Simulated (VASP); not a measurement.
Here is a VASP 6.6.1 calculation.

INCAR

```
SYSTEM = SnO2
PREC = Accurate ; ENCUT = 520
EDIFF = 1E-6 ; ISMEAR = 0
SIGMA = 0.05 ; LREAL = .False.
LASPH = .True. ; NELM = 60
ALGO = Normal ; ISIF = 2
LWAVE = .False. ; LCHARG = .False.
GGA = PE ; IVDW = 12
NBANDS = 64
```

The input KPOINTS:

```
regular mesh
0
Gamma
  6 6 6
  0 0 0
```

The input POSCAR:

```
SnO2
1.0
    3.2373377712      1.8690778337      4.2908446647
   -3.2373377712      1.8690778337      4.2908446647
    0.0000000000     -3.7381556673      4.2908446647
Sn O
4 8
Direct
    0.8647868486      0.8647749626      0.8647749626
    0.3647857712      0.3647978436      0.8647831089
    0.3647857712      0.8647831089      0.3647978436
    0.8647924404      0.3647916907      0.3647916907
    0.1457976627      0.6088711811      0.6088711591
    0.6457546100      0.1088892461      0.6088752956
    0.6457546100      0.6088753176      0.1088892241
    0.5838098980      0.6207010592      0.6207010812
    0.1457821750      0.1088892526      0.1088892307
    0.0837741852      0.1207083812      0.6206776822
    0.0837741852      0.6206776603      0.1207084031
    0.5838340380      0.1206931983      0.1206932203
```

Potentials or basis: VASP PAW PBE potentials, release 64 (Sn_d, O).

Command:

```console
$ cat potpaw_PBE.64/Sn_d/POTCAR potpaw_PBE.64/O/POTCAR > POTCAR
$ mpirun -np 1 vasp_std > vasp.out
```

Task: Predict the largest force.

Result: 1.620 eV/Å.

Task: Predict the pressure.

Result: 3.0 GPa.

Task: What does it give for the dispersion energy per atom?

Result: -0.201 eV.

Task: What does it give for the band gap on the k mesh?

Result: 1.43 eV.

Stress tensor (GPa, compression positive):
```
 1.86 -1.37 10.16
-1.37  3.44  5.87
10.16  5.87  3.57
```

Caveat: the cell differs from its parent crystal (atoms displaced along a vibrational mode); spin-orbit coupling is left out, which moves the levels of the heavy elements; forces of over 1 eV/Å act on the atoms, so gaps and moduli don't describe the material at rest. A k mesh can miss the band edges.
